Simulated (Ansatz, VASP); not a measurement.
## One calculation of InSb, two programs

```
In Sb
1.0
     5.35700    0.00000    0.00000
     0.00000    5.71200    0.00000
     0.00000    0.00000    3.00174
In Sb
2 2
Direct
  0.00000 0.00000 0.00000
  0.50000 0.50000 0.00000
  0.50000 0.00000 0.83500
  0.00000 0.50000 0.16500
```

Change from the starting cell: zz strain of -2 %, crystal datasets.

Alike in both runs: task electric field gradients; functional PBE; k mesh 6 × 6 × 11; occupations fermi-dirac, width 0.08 eV; no spin polarisation.

```csv
,VASP,Ansatz
version,VASP 6.6.1,Ansatz 0.2.0
potentials or method,"VASP PAW PBE potentials, release 64 (In_d, Sb), cutoff 520 eV","all-electron PAW with datasets made for the crystal, scalar-relativistic"
```

```tsv
	VASP	Ansatz	Ansatz less VASP
pressure (GPa)	20.0	20.0	-0.02
traceless stress, the component that is largest in VASP (GPa)	11.42	11.45	+0.030
rms of the force components (eV/Å)	0.308	0.309	+0.0003
size of Vzz on the site where it differs most (V/Å²)	74.7	66.1	-8.53
```

Atom by atom the forces differ by 0.001 eV/Å (rms over components). Ansatz ran all-electron here, and VASP with PAW potentials.

Neither program's run includes spin-orbit coupling.
